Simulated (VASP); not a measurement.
# SiO2 (P4_12_12) in VASP: single point with PBE

Aim: the single point of SiO2 with PBE.

All numbers are computed with VASP 6.6.1; they aren't measurements. Logs are shortened: lines on timing, memory, paths and dates and some standing lists are left out, and cuts for length are marked.

### 1 The cell of the first run

The structure is tetragonal, space group P4_12_12 (No. 92). Conventional cell: a = 7.464 Å, b = 7.464 Å, c = 8.620 Å, α = 90.00°, β = 90.00°, γ = 90.00°. Si (site symmetry 2) has 4 O at 1.62 to 1.66 Å within 2.2 Å. Within 2.2 Å of Si (site symmetry 1) lie 4 O at 1.62 to 1.67 Å. Within 2.2 Å of O (site symmetry 1) lie 2 Si at 1.63 to 1.66 Å. Within 2.2 Å of O (site symmetry 1) lie 2 Si at 1.62 to 1.67 Å. O (site symmetry 1) has 2 Si at 1.62 to 1.64 Å within 2.2 Å.

### 2 Single point, PBE

INCAR

```
SYSTEM = SiO2
ALGO = Normal
EDIFF = 1E-6
ENCUT = 520
GGA = PE
ISIF = 2
ISMEAR = -1
KPAR = 4
LASPH = .TRUE.
LCHARG = .TRUE.
LREAL = Auto
LVHAR = .TRUE.
LWAVE = .FALSE.
NBANDS = 120
NELM = 60
PREC = Accurate
SIGMA = 0.05
```

KPOINTS

```
k-points
0
G
  5 5 4
  0 0 0
```

POSCAR

```
SiO2
1.0
    7.4640000000      0.0000000000      0.0000000000
    0.0000000000      7.4640000000      0.0000000000
    0.0000000000      0.0000000000      8.6200000000
Si O
12 24
Direct
    0.4301243326      0.4301243326      0.0000000000
    0.0698756674      0.9301243326      0.2500000000
    0.5698756674      0.5698756674      0.5000000000
    0.9301243326      0.0698756674      0.7500000000
    0.3740698031      0.1521827862      0.2343962426
    0.3478172138      0.8740698031      0.4843962426
    0.6259301969      0.8478172138      0.7343962426
    0.6521827862      0.1259301969      0.9843962426
    0.8740698031      0.3478172138      0.5156037574
    0.8478172138      0.6259301969      0.2656037574
    0.1259301969      0.6521827862      0.0156037574
    0.1521827862      0.3740698031      0.7656037574
    0.3704316603      0.3589065311      0.1746182848
    0.1410934689      0.8704316603      0.4246182848
    0.6295683397      0.6410934689      0.6746182848
    0.8589065311      0.1295683397      0.9246182848
    0.8704316603      0.1410934689      0.5753817152
    0.6410934689      0.6295683397      0.3253817152
    0.1295683397      0.8589065311      0.0753817152
    0.3589065311      0.3704316603      0.8253817152
    0.1510761199      0.1301741697      0.2263200713
    0.3698258303      0.6510761199      0.4763200713
    0.8489238801      0.8698258303      0.7263200713
    0.6301741697      0.3489238801     -0.0236799287
    0.6510761199      0.3698258303      0.5236799287
    0.8698258303      0.8489238801      0.2736799287
    0.3489238801      0.6301741697      1.0236799287
    0.1301741697      0.1510761199      0.7736799287
    0.4246762443      0.0537796003      0.3962288868
    0.4462203997      0.9246762443      0.6462288868
    0.5753237557      0.9462203997      0.8962288868
    0.5537796003      0.0753237557      0.1462288868
    0.9246762443      0.4462203997      0.3537711132
    0.9462203997      0.5753237557      0.1037711132
    0.0753237557      0.5537796003      0.8537711132
    0.0537796003      0.4246762443      0.6037711132
```

Potentials or basis: VASP PAW PBE potentials, release 64 (Si, O).

On the command line:

```console
$ cat potpaw_PBE.64/Si/POTCAR potpaw_PBE.64/O/POTCAR > POTCAR
$ mpirun -np 4 vasp_std > vasp.out
```

OUTCAR:

```text
SYSTEM = SiO2
   EDIFF = 1E-6
   ENCUT = 520
   GGA = PE
   ISIF = 2
   ISMEAR = -1
   LASPH = .TRUE.
   LREAL = Auto
   NELM = 60
   PREC = Accurate

 ion  position               nearest neighbor table
   1  0.430  0.430  0.000-  24 1.62  27 1.62  13 1.66  20 1.66   8 2.81  11 2.81   5 2.93  12 2.93

   2  0.070  0.930  0.250-  21 1.62  26 1.62  14 1.66  19 1.66   5 2.81  10 2.81   6 2.93  11 2.93

   3  0.570  0.570  0.500-  22 1.62  25 1.62  15 1.66  18 1.66   6 2.81   9 2.81   7 2.93  10 2.93

   4  0.930  0.070  0.750-  23 1.62  28 1.62  16 1.66  17 1.66   7 2.81  12 2.81   9 2.93   8 2.93

   5  0.374  0.152  0.234-  29 1.62  13 1.63  32 1.64  21 1.67   2 2.81   1 2.93   6 3.00   8 3.00

   6  0.348  0.874  0.484-  30 1.62  14 1.63  29 1.64  22 1.67   3 2.81   2 2.93   5 3.00   7 3.00

   7  0.626  0.848  0.734-  31 1.62  15 1.63  30 1.64  23 1.67   4 2.81   3 2.93   6 3.00   8 3.00

   8  0.652  0.126  0.984-  32 1.62  16 1.63  31 1.64  24 1.67   1 2.81   4 2.93   5 3.00   7 3.00

   9  0.874  0.348  0.516-  33 1.62  17 1.63  36 1.64  25 1.67   3 2.81   4 2.93  10 3.00  12 3.00

  10  0.848  0.626  0.266-  34 1.62  18 1.63  33 1.64  26 1.67   2 2.81   3 2.93   9 3.00  11 3.00

  11  0.126  0.652  0.016-  35 1.62  19 1.63  34 1.64  27 1.67   1 2.81   2 2.93  10 3.00  12 3.00

  12  0.152  0.374  0.766-  36 1.62  20 1.63  35 1.64  28 1.67   4 2.81   1 2.93   9 3.00  11 3.00

  13  0.370  0.359  0.175-   5 1.63   1 1.66
  14  0.141  0.870  0.425-   6 1.63   2 1.66
  15  0.630  0.641  0.675-   7 1.63   3 1.66
  16  0.859  0.130  0.925-   8 1.63   4 1.66
  17  0.870  0.141  0.575-   9 1.63   4 1.66
  18  0.641  0.630  0.325-  10 1.63   3 1.66
[... 16 lines left out ...]
  35  0.075  0.554  0.854-  11 1.62  12 1.64
  36  0.054  0.425  0.604-  12 1.62   9 1.64

  LATTYP: Found a simple tetragonal cell.
 ALAT       =     7.4640000000
 C/A-ratio  =     1.1548767417

  Lattice vectors:

 A1 = (   7.4640000000,   0.0000000000,   0.0000000000)
 A2 = (   0.0000000000,   7.4640000000,   0.0000000000)
 A3 = (   0.0000000000,   0.0000000000,   8.6200000000)

Analysis of symmetry for initial positions (statically):
=====================================================================
 Subroutine PRICEL returns:
 Original cell was already a primitive cell.

 Routine SETGRP: Setting up the symmetry group for a
 simple tetragonal supercell.

 Subroutine GETGRP returns: Found  8 space group operations
 (whereof  2 operations were pure point group operations)
 out of a pool of 16 trial point group operations.

The static configuration has the point symmetry C_2 .
 The point group associated with its full space group is D_4 .

Analysis of symmetry for dynamics (positions and initial velocities):
=====================================================================
 Subroutine PRICEL returns:
 Original cell was already a primitive cell.

 Routine SETGRP: Setting up the symmetry group for a
 simple tetragonal supercell.

 Subroutine GETGRP returns: Found  8 space group operations
 (whereof  2 operations were pure point group operations)
 out of a pool of 16 trial point group operations.

The dynamic configuration has the point symmetry C_2 .
 The point group associated with its full space group is D_4 .

 Subroutine INISYM returns: Found  8 space group operations
 (whereof  2 operations are pure point group operations),
 and found     1 'primitive' translations

----------------------------------------------------------------------------------------

                                     Primitive cell

  volume of cell :     480.2314

  direct lattice vectors                    reciprocal lattice vectors
     7.464000000  0.000000000  0.000000000     0.133976420  0.000000000  0.000000000
     0.000000000  7.464000000  0.000000000     0.000000000  0.133976420  0.000000000
     0.000000000  0.000000000  8.620000000     0.000000000  0.000000000  0.116009281

  length of vectors
     7.464000000  7.464000000  8.620000000     0.133976420  0.133976420  0.116009281

  position of ions in fractional coordinates (direct lattice)
     0.430124333  0.430124333  0.000000000
     0.069875667  0.930124333  0.250000000
     0.569875667  0.569875667  0.500000000
     0.930124333  0.069875667  0.750000000
     0.374069803  0.152182786  0.234396243
     0.347817214  0.874069803  0.484396243
[... 28 lines left out ...]
     0.075323756  0.553779600  0.853771113
     0.053779600  0.424676244  0.603771113

  ion indices of the primitive-cell ions
   primitive index   ion index
                 1           1
                 2           2
                 3           3
                 4           4
                 5           5
                 6           6
[... 28 lines left out ...]
                35          35
                36          36

----------------------------------------------------------------------------------------

 KPOINTS: k-points

Automatic generation of k-mesh.
 Grid dimensions read from file:
 generate k-points for:    5    5    4

 Generating k-lattice:

  Cartesian coordinates                     Fractional coordinates (reciprocal lattice)
     0.026795284  0.000000000  0.000000000     0.200000000  0.000000000  0.000000000
     0.000000000  0.026795284  0.000000000     0.000000000  0.200000000  0.000000000
     0.000000000  0.000000000  0.029002320     0.000000000  0.000000000  0.250000000

  Length of vectors
     0.026795284  0.026795284  0.029002320

  Shift w.r.t. Gamma in fractional coordinates (k-lattice)
     0.000000000  0.000000000  0.000000000

 Subroutine IBZKPT returns following result:
 ===========================================

 Found     18 irreducible k-points:

 Following reciprocal coordinates:
            Coordinates               Weight
  0.000000  0.000000  0.000000      1.000000
  0.200000  0.000000  0.000000      4.000000
  0.400000  0.000000  0.000000      4.000000
  0.200000  0.200000  0.000000      4.000000
  0.400000  0.200000  0.000000      8.000000
  0.400000  0.400000  0.000000      4.000000
[... 10 lines left out ...]
  0.400000  0.200000  0.500000      8.000000
  0.400000  0.400000  0.500000      4.000000
   k-points           NKPTS =     18   k-points in BZ     NKDIM =     18   number of bands    NBANDS=    120
   number of dos      NEDOS =    301   number of ions     NIONS =     36
   total plane-waves  NPLWV = 200704
   dimension x,y,z NGX =    56 NGY =   56 NGZ =   64
   dimension x,y,z NGXF=   112 NGYF=  112 NGZF=  128
   ions per type =              12  24
   NGX,Y,Z   is equivalent  to a cutoff of  12.47, 12.47, 12.34 a.u.
   NGXF,Y,Z  is equivalent  to a cutoff of  24.95, 24.95, 24.69 a.u.
 SYSTEM =  SiO2
   PREC   = accura    normal or accurate (medium, high low for compatibility)
   ISTART =      0    job   : 0-new  1-cont  2-samecut
   ICHARG =      2    charge: 1-file 2-atom 10-const
   ISPIN  =      1    spin polarized calculation?
   LNONCOLLINEAR =      F non collinear calculations
   LSORBIT =      F    spin-orbit coupling
   LASPH  =      T    aspherical Exc in radial PAW
   ENCUT  =  520.0 eV  38.22 Ry    6.18 a.u.  13.88 13.88 16.03*2*pi/ulx,y,z
   NELM   =     60;   NELMIN=  2; NELMDL= -5     # of ELM steps
   EDIFF  = 0.1E-05   stopping-criterion for ELM
   LREAL  =      T    real-space projection
   EDIFFG = 0.1E-04   stopping-criterion for IOM
   NSW    =      0    number of steps for IOM
   IBRION =     -1    ionic relax: 0-MD 1-quasi-New 2-CG
   NFREE  =      0    steps in history (QN), initial steepest desc. (CG)
   ISIF   =      2    stress and relaxation
   ISYM   =      2    0-nonsym 1-usesym 2-fastsym
   POTIM  = 0.5000    time-step for ionic-motion
   TEBEG  =    0.0;   TEEND  =   0.0 temperature during run
   PSTRESS=    0.0 pullay stress
   NELECT =     192.0000    total number of electrons
   NUPDOWN=      -1.0000    fix difference up-down
   EMIN   =  10.00;   EMAX   =-10.00  energy-range for DOS
   EFERMI =   0.00;   METHOD = LEGACY
   ISMEAR =    -1;   SIGMA  =   0.05  broadening in eV -4-tet -1-fermi 0-gaus
   EFERMI_NEDOS =   21; number of points for ismear=-14 and -15
   IALGO  =     38    algorithm
   IMIX   =      4    mixing-type and parameters
     AMIX     =   0.40;   BMIX     =  1.00
     AMIX_MAG =   1.60;   BMIX_MAG =  1.00
  volume/ion in A,a.u.               =      13.34        90.02
  Fermi-wavevector in a.u.,A,eV,Ry     =   1.206031  2.279068 19.789814  1.454510
  Thomas-Fermi vector in A             =   2.341710
   LORBIT       =      0    0 simple, 1 ext, 2 COOP (PROOUT), +10 PAW based schemes
   GGA     = PE    functional components
   LHFCALC =     F    Hartree Fock is set to
   AEXX    =    0.0000 exact exchange contribution
   IVDW    =     0    specifies the selected vdW correction
   LEPSILON=     F    determine dielectric tensor
   LRPA    =     F    only Hartree local field effects (RPA)
 non-spin polarized calculation
  energy-cutoff  :      520.00
  volume of cell :      480.23
 maximum number of plane-waves:     12974
 NGX is ok and might be reduce to    56
   NGX = 27   NGY = 27   NGZ = 33

 number of electron     192.0000013 magnetization

 Free energy of the ion-electron system (eV)
  ---------------------------------------------------
  ext. energy  EPLUGINS =         0.00000000
  ---------------------------------------------------
  free energy    TOTEN  =      -269.68081906 eV

  energy without entropy =     -269.68081906  energy(sigma->0) =     -269.68081906

 E-fermi :   2.1130     XC(G=0):  -8.8673

 val. band max:        0.8232972806   @ k =   0.2000   0.2000   0.0000
 cond. band min:       5.1236995286   @ k =   0.0000   0.0000   0.0000
 fundamental gap:      4.3004022479
 Fermi energy:         2.1129862120

 k-point     1 :       0.0000    0.0000    0.0000
  band No.  band energies     occupation
      1     -18.8887      2.00000
      2     -18.4081      2.00000
      3     -18.4081      2.00000
      4     -18.3098      2.00000
      5     -17.8895      2.00000
      6     -17.7677      2.00000
[... 100 lines left out ...]
    107       8.4962      0.00000
    108       8.5639      0.00000
[... 1885 lines left out ...]
    107       8.2620      0.00000
    108       8.2620      0.00000
 [bands above 108 left out]

------------------------ aborting loop because EDIFF is reached ----------------------------------------

  FORCE on cell =-STRESS in cart. coord.  units (eV):
  Direction    XX          YY          ZZ          XY          YZ          ZX
  --------------------------------------------------------------------------------------
  -------------------------------------------------------------------------------------
  Total       20.5185013     20.5185013     21.0769277      0.0000000      0.0000000      0.0000000
  in kB       68.4550814     68.4550814     70.3181379      0.0000000      0.0000000      0.0000000
  external PRESSURE =      69.0761002 kB  Pullay stress =       0.0000000 kB

 VOLUME and BASIS-vectors are now :
 -----------------------------------------------------------------------------
  energy-cutoff  :      520.00
  volume of cell :      480.23
      direct lattice vectors                 reciprocal lattice vectors
     7.464000000  0.000000000  0.000000000     0.133976420  0.000000000  0.000000000
     0.000000000  7.464000000  0.000000000     0.000000000  0.133976420  0.000000000
     0.000000000  0.000000000  8.620000000     0.000000000  0.000000000  0.116009281

 POSITION                                       TOTAL-FORCE (eV/Angst)
 -----------------------------------------------------------------------------------
      3.21045      3.21045      0.00000         0.025933      0.025933      0.000000
      0.52155      6.94245      2.15500        -0.025933      0.025933      0.000000
      4.25355      4.25355      4.31000        -0.025933     -0.025933      0.000000
      6.94245      0.52155      6.46500         0.025933     -0.025933      0.000000
      2.79206      1.13589      2.02050         0.009325      0.000618      0.015939
      2.59611      6.52406      4.17550        -0.000618      0.009325      0.015939
[... 28 lines left out ...]
      0.56222      4.13341      7.35951         0.005376     -0.007150     -0.021893
      0.40141      3.16978      5.20451        -0.007150     -0.005376     -0.021893
 -----------------------------------------------------------------------------------
    total drift:                                0.000000     -0.000000      0.000000

  FREE ENERGIE OF THE ION-ELECTRON SYSTEM (eV)
  ---------------------------------------------------
  free  energy   TOTEN  =      -269.6808190573 eV

  energy  without entropy=     -269.6808190572  energy(sigma->0) =     -269.68081906
```

Run time: 6.2 min. Hardware: 4 MPI ranks of Intel Xeon Platinum 8259CL at 2.50GHz (Skylake/Cascade Lake), shared host; peak memory 0.86 GiB.

What came out:

```yaml
Free_energy: -269.6808 eV
Pressure: 6.9 GPa
Largest_force: 0.038 eV/Å
Band_gap_on_the_k_mesh: 4.30 eV (least direct gap 4.32 eV)
```

Forces on the atoms (eV/Å):
```
Si   0.026  0.026  0.000
Si  -0.026  0.026  0.000
Si  -0.026 -0.026  0.000
Si   0.026 -0.026  0.000
Si   0.009  0.001  0.016
Si  -0.001  0.009  0.016
Si  -0.009 -0.001  0.016
Si   0.001 -0.009  0.016
Si   0.009 -0.001 -0.016
Si  -0.001 -0.009 -0.016
Si  -0.009  0.001 -0.016
Si   0.001  0.009 -0.016
O   -0.001  0.025  0.004
O   -0.025 -0.001  0.004
O    0.001 -0.025  0.004
O    0.025  0.001  0.004
O   -0.001 -0.025 -0.004
O   -0.025  0.001 -0.004
O    0.001  0.025 -0.004
O    0.025 -0.001 -0.004
O   -0.006  0.038  0.003
O   -0.038 -0.006  0.003
O    0.006 -0.038  0.003
O    0.038  0.006  0.003
O   -0.006 -0.038 -0.003
O   -0.038  0.006 -0.003
O    0.006  0.038 -0.003
O    0.038 -0.006 -0.003
O   -0.005 -0.007  0.022
O    0.007 -0.005  0.022
O    0.005  0.007  0.022
O   -0.007  0.005  0.022
O   -0.005  0.007 -0.022
O    0.007  0.005 -0.022
O    0.005 -0.007 -0.022
O   -0.007 -0.005 -0.022
```

Stress tensor (GPa, compression positive):
```
6.85 0.00 0.00
0.00 6.85 0.00
0.00 0.00 7.03
```

Caveat: the cell stands under pressure.
